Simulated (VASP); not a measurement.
# MnW3Se8 (Pmm2) in VASP: single point with PBEsol

Aim: the single point of MnW3Se8 with PBEsol.

Program: VASP 6.6.1. These are calculated values, not measurements. Logs are shortened: lines on timing, memory, paths and dates and some standing lists are left out, and cuts for length are marked.

## Step 1: The cell of the first run

The structure is orthorhombic, space group Pmm2 (No. 25). Conventional cell: a = 3.290 Å, b = 12.970 Å, c = 5.698 Å, α = 90.00°, β = 90.00°, γ = 90.00°. Mn (site symmetry mm2) has 6 Se at 2.52 to 2.63 Å and 2 W at 3.10 Å and 2 Mn at 3.29 Å within 3.3 Å. Within 3.3 Å of W (site symmetry mm2) lie 6 Se at 2.50 to 2.52 Å and 2 Mn at 3.10 Å and 2 W at 3.29 Å. W (site symmetry mm2) has 6 Se at 2.53 Å and 6 W at 3.29 Å within 3.3 Å. Within 3.3 Å of W (site symmetry mm2) lie 6 Se at 2.53 Å and 6 W at 3.29 Å. Within 3.4 Å of Se (site symmetry m) lie 3 W at 2.53 Å and 7 Se at 3.29 to 3.33 Å. Se (site symmetry m) has 3 W at 2.53 Å and 7 Se at 3.29 to 3.34 Å within 3.4 Å. Se (site symmetry m) has 1 W at 2.50 Å and 2 Mn at 2.52 Å and 10 Se at 3.25 to 3.64 Å within 3.7 Å. Se (site symmetry m) has 2 W at 2.52 Å and 1 Mn at 2.63 Å and 7 Se at 3.25 to 3.33 Å within 3.4 Å.

## Step 2: Single point, PBEsol

File INCAR:

```
SYSTEM = MnW3Se8
PREC = Accurate ; ENCUT = 500
EDIFF = 1E-6 ; ISMEAR = 0
SIGMA = 0.05 ; LREAL = .FALSE.
LASPH = .TRUE. ; NELM = 120
ALGO = Normal ; ISIF = 2
LWAVE = .FALSE. ; LCHARG = .FALSE.
GGA = PS ; NBANDS = 121
GGA_COMPAT = .FALSE.
```

File KPOINTS:

```
regular mesh
0
G
  3 3 2
  0 0 0
```

File POSCAR:

```
MnW3Se8
1.0
    6.5799969000      0.0000000000      0.0000000000
   -3.2899985000      5.6984445000      0.0000000000
    0.0000000000      0.0000000000     12.9700000000
Mn W Se
2 6 16
Direct
    0.1932448651      0.3466224326      0.2500000000
    0.1932448651      0.8466224326      0.2500000000
    0.6541781583      0.3270890792      0.2500000000
    0.6541781583      0.8270890792      0.2500000000
    0.3310790196      0.1655395098      0.7500000000
    0.3310790196      0.6655395098      0.7500000000
    0.8303315974      0.1651657987      0.7500000000
    0.8303315974      0.6651657987      0.7500000000
    0.1639313178      0.3319656589      0.6217238472
    0.1639313178      0.8319656589      0.6217238472
    0.6642947842      0.3321473921      0.6213850818
    0.6642947842      0.8321473921      0.6213850818
    0.3375068795      0.1687534397      0.1168725138
    0.3375068795      0.6687534397      0.1168725138
    0.8298501983      0.1649250991      0.1244038377
    0.8298501983      0.6649250991      0.1244038377
    0.1639313178      0.3319656589      0.8782761528
    0.1639313178      0.8319656589      0.8782761528
    0.6642947842      0.3321473921      0.8786149182
    0.6642947842      0.8321473921      0.8786149182
    0.3375068795      0.1687534397      0.3831274862
    0.3375068795      0.6687534397      0.3831274862
    0.8298501983      0.1649250991      0.3755961623
    0.8298501983      0.6649250991      0.3755961623
```

Potentials or basis: VASP PAW PBE potentials, release 64 (Mn_pv, W_sv, Se).

On the command line:

```sh
cat potpaw_PBE.64/Mn_pv/POTCAR potpaw_PBE.64/W_sv/POTCAR potpaw_PBE.64/Se/POTCAR > POTCAR
mpirun -np 1 vasp_std > vasp.out
```

OUTCAR:

```text
SYSTEM = MnW3Se8
   PREC = Accurate
   ENCUT = 500
   EDIFF = 1E-6
   ISMEAR = 0
   LREAL = .FALSE.
   LASPH = .TRUE.
   NELM = 120
   ISIF = 2
   GGA = PS

 ion  position               nearest neighbor table
   1  0.193  0.347  0.250-  14 2.52  22 2.52  21 2.52  13 2.52  15 2.63  23 2.63   4 3.10   3 3.10

   2  0.193  0.847  0.250-  13 2.52  21 2.52  14 2.52  22 2.52  16 2.63  24 2.63   3 3.10   4 3.10

   3  0.654  0.327  0.250-  13 2.50  21 2.50  16 2.52  24 2.52  23 2.52  15 2.52   2 3.10   1 3.10
                             4 3.29   4 3.29
   4  0.654  0.827  0.250-  14 2.50  22 2.50  15 2.52  23 2.52  16 2.52  24 2.52   1 3.10   2 3.10
                             3 3.29   3 3.29
   5  0.331  0.166  0.750-  10 2.53  18 2.53  17 2.53   9 2.53  11 2.53  19 2.53   8 3.29   7 3.29
                             6 3.29   6 3.29   8 3.29   7 3.29
   6  0.331  0.666  0.750-   9 2.53  17 2.53  10 2.53  18 2.53  12 2.53  20 2.53   7 3.29   8 3.29
                             5 3.29   5 3.29   7 3.29   8 3.29
   7  0.830  0.165  0.750-   9 2.53  17 2.53  12 2.53  20 2.53  19 2.53  11 2.53   6 3.29   5 3.29
                             8 3.29   8 3.29   6 3.29   5 3.29
   8  0.830  0.665  0.750-  10 2.53  18 2.53  11 2.53  19 2.53  12 2.53  20 2.53   5 3.29   6 3.29
                             7 3.29   7 3.29   5 3.29   6 3.29
   9  0.164  0.332  0.622-   6 2.53   5 2.53   7 2.53
  10  0.164  0.832  0.622-   5 2.53   6 2.53   8 2.53
  11  0.664  0.332  0.621-   8 2.53   7 2.53   5 2.53
  12  0.664  0.832  0.621-   7 2.53   8 2.53   6 2.53
  13  0.338  0.169  0.117-   3 2.50   2 2.52   1 2.52
  14  0.338  0.669  0.117-   4 2.50   1 2.52   2 2.52
[... 8 lines left out ...]
  23  0.830  0.165  0.376-   4 2.52   3 2.52   1 2.63
  24  0.830  0.665  0.376-   3 2.52   4 2.52   2 2.63

  LATTYP: Found a hexagonal cell.
 ALAT       =     6.5799969000
 C/A-ratio  =     1.9711255487

  Lattice vectors:

 A1 = (   6.5799969000,   0.0000000000,   0.0000000000)
 A2 = (  -3.2899985000,   5.6984445000,   0.0000000000)
 A3 = (   0.0000000000,   0.0000000000,  12.9700000000)

Analysis of symmetry for initial positions (statically):
=====================================================================
 Subroutine PRICEL returns following result:

  Warning from LATTYP: Monoclinic adjustment (A1->A3, A2->A1, A3->A2)!
  LATTYP: Found a simple orthorhombic cell.
 ALAT       =     3.2899984745
 B/A-ratio  =     1.7320507902
 C/A-ratio  =     3.9422510680

  Lattice vectors:

 A1 = (   1.6449992500,  -2.8492222500,   0.0000000000)
 A2 = (   4.9349976500,   2.8492222500,   0.0000000000)
 A3 = (   0.0000000000,   0.0000000000,  12.9700000000)

   2 primitive cells build up your supercell.

 Routine SETGRP: Setting up the symmetry group for a
 hexagonal supercell.

 Subroutine GETGRP returns: Found  4 space group operations
 (whereof  2 operations were pure point group operations)
 out of a pool of 24 trial point group operations.

The static configuration has the point symmetry C_1h.
 The point group associated with its full space group is C_2v.

Analysis of symmetry for dynamics (positions and initial velocities):
=====================================================================
 Subroutine PRICEL returns following result:

  Warning from LATTYP: Monoclinic adjustment (A1->A3, A2->A1, A3->A2)!
  LATTYP: Found a simple orthorhombic cell.
 ALAT       =     3.2899984745
 B/A-ratio  =     1.7320507902
 C/A-ratio  =     3.9422510680

  Lattice vectors:

 A1 = (   1.6449992500,  -2.8492222500,   0.0000000000)
 A2 = (   4.9349976500,   2.8492222500,   0.0000000000)
 A3 = (   0.0000000000,   0.0000000000,  12.9700000000)

   2 primitive cells build up your supercell.

 Routine SETGRP: Setting up the symmetry group for a
 hexagonal supercell.

 Subroutine GETGRP returns: Found  4 space group operations
 (whereof  2 operations were pure point group operations)
 out of a pool of 24 trial point group operations.

The dynamic configuration has the point symmetry C_1h.
 The point group associated with its full space group is C_2v.

 Subroutine INISYM returns: Found  4 space group operations
 (whereof  2 operations are pure point group operations),
 and found     2 'primitive' translations

[... 38 lines left out ...]
                 9          17
                10          19
                11          21
                12          23

----------------------------------------------------------------------------------------

 KPOINTS: regular mesh

Automatic generation of k-mesh.
 Grid dimensions read from file:
 generate k-points for:    3    3    2

 Generating k-lattice:

  Cartesian coordinates                     Fractional coordinates (reciprocal lattice)
     0.050658585  0.029247748  0.000000000     0.333333333  0.000000000  0.000000000
     0.000000000  0.058495495  0.000000000     0.000000000  0.333333333  0.000000000
     0.000000000  0.000000000  0.038550501     0.000000000  0.000000000  0.500000000

  Length of vectors
     0.058495496  0.058495495  0.038550501

  Shift w.r.t. Gamma in fractional coordinates (k-lattice)
     0.000000000  0.000000000  0.000000000

 Subroutine IBZKPT returns following result:
 ===========================================

 Found      8 irreducible k-points:

 Following reciprocal coordinates:
            Coordinates               Weight
  0.000000  0.000000  0.000000      1.000000
  0.333333  0.000000  0.000000      2.000000
  0.000000  0.333333  0.000000      4.000000
  0.333333  0.333333  0.000000      2.000000
  0.000000  0.000000  0.500000      1.000000
  0.333333  0.000000  0.500000      2.000000
  0.000000  0.333333  0.500000      4.000000
  0.333333  0.333333  0.500000      2.000000
   k-points           NKPTS =      8   k-points in BZ     NKDIM =      8   number of bands    NBANDS=    121
   number of dos      NEDOS =    301   number of ions     NIONS =     24
   total plane-waves  NPLWV = 221184
   dimension x,y,z NGX =    48 NGY =   48 NGZ =   96
   dimension x,y,z NGXF=    96 NGYF=   96 NGZF=  192
   ions per type =               2   6  16
   NGX,Y,Z   is equivalent  to a cutoff of  12.13, 12.13, 12.31 a.u.
   NGXF,Y,Z  is equivalent  to a cutoff of  24.25, 24.25, 24.61 a.u.
 SYSTEM =  MnW3Se8
   PREC   = accura    normal or accurate (medium, high low for compatibility)
   ISTART =      0    job   : 0-new  1-cont  2-samecut
   ICHARG =      2    charge: 1-file 2-atom 10-const
   ISPIN  =      1    spin polarized calculation?
   LNONCOLLINEAR =      F non collinear calculations
   LSORBIT =      F    spin-orbit coupling
   LASPH  =      T    aspherical Exc in radial PAW
   ENCUT  =  500.0 eV  36.75 Ry    6.06 a.u.  12.00 12.00 23.65*2*pi/ulx,y,z
   NELM   =    120;   NELMIN=  2; NELMDL= -5     # of ELM steps
   EDIFF  = 0.1E-05   stopping-criterion for ELM
   LREAL  =      F    real-space projection
   EDIFFG = 0.1E-04   stopping-criterion for IOM
   NSW    =      0    number of steps for IOM
   IBRION =     -1    ionic relax: 0-MD 1-quasi-New 2-CG
   NFREE  =      0    steps in history (QN), initial steepest desc. (CG)
   ISIF   =      2    stress and relaxation
   ISYM   =      2    0-nonsym 1-usesym 2-fastsym
   POTIM  = 0.5000    time-step for ionic-motion
   TEBEG  =    0.0;   TEEND  =   0.0 temperature during run
   PSTRESS=    0.0 pullay stress
   NELECT =     206.0000    total number of electrons
   NUPDOWN=      -1.0000    fix difference up-down
   EMIN   =  10.00;   EMAX   =-10.00  energy-range for DOS
   EFERMI =   0.00;   METHOD = LEGACY
   ISMEAR =     0;   SIGMA  =   0.05  broadening in eV -4-tet -1-fermi 0-gaus
   EFERMI_NEDOS =   21; number of points for ismear=-14 and -15
   IALGO  =     38    algorithm
   IMIX   =      4    mixing-type and parameters
     AMIX     =   0.40;   BMIX     =  1.00
     AMIX_MAG =   1.60;   BMIX_MAG =  1.00
  volume/ion in A,a.u.               =      20.26       136.74
  Fermi-wavevector in a.u.,A,eV,Ry     =   1.229485  2.323390 20.567021  1.511633
  Thomas-Fermi vector in A             =   2.364370
   LORBIT       =      0    0 simple, 1 ext, 2 COOP (PROOUT), +10 PAW based schemes
   GGA     = PS    functional components
   LHFCALC =     F    Hartree Fock is set to
   AEXX    =    0.0000 exact exchange contribution
   IVDW    =     0    specifies the selected vdW correction
   LEPSILON=     F    determine dielectric tensor
   LRPA    =     F    only Hartree local field effects (RPA)
 non-spin polarized calculation
 Gauss-broadening in eV      SIGMA  =   0.05
  energy-cutoff  :      500.00
  volume of cell :      486.32
 maximum number of plane-waves:     12396
 NGX is ok and might be reduce to    48
   NGX = 23   NGY = 23   NGZ = 47

 number of electron     206.0000007 magnetization

 Free energy of the ion-electron system (eV)
  ---------------------------------------------------
  ext. energy  EPLUGINS =         0.00000000
  ---------------------------------------------------
  free energy    TOTEN  =      -174.66237013 eV

  energy without entropy =     -174.63143665  energy(sigma->0) =     -174.64690339

 E-fermi :   6.2580     XC(G=0): -10.7946

 val. band max:        6.2479422857   @ k =   0.3333   0.0000   0.5000
 cond. band min:       6.2589904169   @ k =   0.3333   0.3333   0.5000
 fundamental gap:      0.0110481312
 Fermi energy:         6.2580461937

 k-point     1 :       0.0000    0.0000    0.0000
  band No.  band energies     occupation
      1     -68.7748      2.00000
      2     -68.7697      2.00000
      3     -68.4828      2.00000
      4     -68.4729      2.00000
      5     -68.4723      2.00000
      6     -68.4718      2.00000
[... 933 lines left out ...]
    114       7.3538      0.00000
    115       7.3695      0.00000
 [bands above 115 left out]

------------------------ aborting loop because EDIFF is reached ----------------------------------------

  FORCE on cell =-STRESS in cart. coord.  units (eV):
  Direction    XX          YY          ZZ          XY          YZ          ZX
  --------------------------------------------------------------------------------------
  -------------------------------------------------------------------------------------
  Total      -11.2430803     -8.9310600    -10.7136810     -2.0022684      0.0000000      0.0000000
  in kB      -37.0402499    -29.4233150    -35.2961475     -6.5964593      0.0000000      0.0000000
  external PRESSURE =     -33.9199041 kB  Pullay stress =       0.0000000 kB

 VOLUME and BASIS-vectors are now :
 -----------------------------------------------------------------------------
  energy-cutoff  :      500.00
  volume of cell :      486.32
      direct lattice vectors                 reciprocal lattice vectors
     6.579996900  0.000000000  0.000000000     0.151975755  0.087743244  0.000000000
    -3.289998500  5.698444500  0.000000000     0.000000000  0.175486486  0.000000000
     0.000000000  0.000000000 12.970000000     0.000000000  0.000000000  0.077101002

 POSITION                                       TOTAL-FORCE (eV/Angst)
 -----------------------------------------------------------------------------------
      0.13116      1.97521      3.24250        -0.453109     -0.261603      0.000000
     -1.51384      4.82443      3.24250        -0.453109     -0.261603      0.000000
      3.22837      1.86390      3.24250         0.112274      0.064822     -0.000000
      1.58337      4.71312      3.24250         0.112274      0.064822     -0.000000
      1.63387      0.94332      9.72750         0.000283      0.000163      0.000000
     -0.01113      3.79254      9.72750         0.000283      0.000163      0.000000
[... 16 lines left out ...]
      4.91781      0.93982      4.87148         0.790550      0.456424     -0.503443
      3.27281      3.78904      4.87148         0.790550      0.456424     -0.503443
 -----------------------------------------------------------------------------------
    total drift:                               -0.001789     -0.001028      0.000002

  FREE ENERGIE OF THE ION-ELECTRON SYSTEM (eV)
  ---------------------------------------------------
  free  energy   TOTEN  =      -174.6623701327 eV

  energy  without entropy=     -174.6314366513  energy(sigma->0) =     -174.64690339
```

Run time: 34 min. Hardware: 1 thread of Intel Xeon 8259CL, shared host; peak memory 0.73 GiB.

Results:

| Item | Value |
| --- | --- |
| Free energy | -174.6624 eV |
| Pressure | -3.4 GPa |
| Largest force | 1.540 eV/Å |
| Band gap on the k mesh | zero (bands 103 and 104 overlap by 0.03 eV) |

Forces in eV/Å, atoms in the order of the input:
```
Mn  -0.453 -0.262  0.000
Mn  -0.453 -0.262  0.000
W    0.112  0.065  0.000
W    0.112  0.065  0.000
W    0.000  0.000  0.000
W    0.000  0.000  0.000
W    0.009  0.005  0.000
W    0.009  0.005  0.000
Se   0.013  0.008 -0.086
Se   0.013  0.008 -0.086
Se  -0.014 -0.008 -0.084
Se  -0.014 -0.008 -0.084
Se  -0.624 -0.360  1.361
Se  -0.624 -0.360  1.361
Se   0.791  0.456  0.503
Se   0.791  0.456  0.503
Se   0.013  0.008  0.086
Se   0.013  0.008  0.086
Se  -0.014 -0.008  0.084
Se  -0.014 -0.008  0.084
Se  -0.624 -0.360 -1.361
Se  -0.624 -0.360 -1.361
Se   0.791  0.456 -0.503
Se   0.791  0.456 -0.503
```

Stress tensor (GPa, compression positive):
```
-3.70 -0.66  0.00
-0.66 -2.94  0.00
 0.00  0.00 -3.53
```

Caveat: the k points lie up to 0.37 Å⁻¹ apart; the PAW data sets were made with another functional, which shifts forces and pressure a little; spin-orbit coupling is left out, which moves the levels of the heavy elements; this functional lacks dispersion, which binds layers or chains, so the pressure and a relaxed spacing across them are unreliable; the run has no spin polarisation, though such a crystal can be magnetic; semilocal functionals often make such compounds metallic where correlation or magnetic order opens a gap, which also shifts bond lengths. With open d or f shells a metallic result of PBEsol can be an artefact of self-interaction; +U or a hybrid may open a gap.
